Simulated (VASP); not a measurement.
Set up this calculation in VASP 6.6.1, as the native input.

```yaml
Task: single point
Functional: PBEsol
Potentials_or_basis: VASP PAW PBE potentials, release 64 (Y_sv, B)
Cutoff: 520 eV
k_mesh: 10 × 10 × 10
Occupations: gaussian, width 0.1 eV
Spin: no spin polarisation
Dipole_correction: no
Further_INCAR_settings: ALGO = Normal; EDIFF = 1e-06; NBANDS = 24
```

The structure of YB6 lies in POSCAR:

```
YB6
1.0
    4.0342747737      0.0000000000      0.0000000000
    0.0000000000      4.0342747737      0.0000000000
    0.0000000000      0.0000000000      4.0342747737
Y B
1 6
Direct
    0.0000000000      0.0000000000      0.0000000000
    0.1984455455      0.5000000000      0.5000000000
    0.5000000000      0.1984455455      0.5000000000
    0.8015544545      0.5000000000      0.5000000000
    0.5000000000      0.8015544545      0.5000000000
    0.5000000000      0.5000000000      0.1984455455
    0.5000000000      0.5000000000      0.8015544545
```

This cell differs from its parent crystal: volume scaled by 0.97, then relaxed in part.

These files were run (other wordings do the same):

INCAR

```
SYSTEM = YB6
ALGO = Normal
EDIFF = 1E-6
ENCUT = 520
GGA = PS
ISIF = 2
ISMEAR = 0
LASPH = .True.
LCHARG = .False.
LREAL = .False.
LWAVE = .False.
NBANDS = 24
NELM = 60
PREC = Accurate
SIGMA = 0.1
```

KPOINTS

```
k-points
0
Gamma
  10 10 10
  0 0 0
```

Potentials or basis: VASP PAW PBE potentials, release 64 (Y_sv, B).

Command:

```console
$ cat potpaw_PBE.64/Y_sv/POTCAR potpaw_PBE.64/B/POTCAR > POTCAR
$ mpirun -np 1 vasp_std > vasp.out
```

It gave:

```yaml
Pressure: 6.0 GPa
Largest_force: 0.037 eV/Å
```

Caveat: the PAW data sets were made with another functional, which shifts forces and pressure a little.

It took 34 s on 1 thread of Intel(R) Xeon(R) 6975P-C (Granite Rapids) (shared host), peak memory 0.23 GiB.
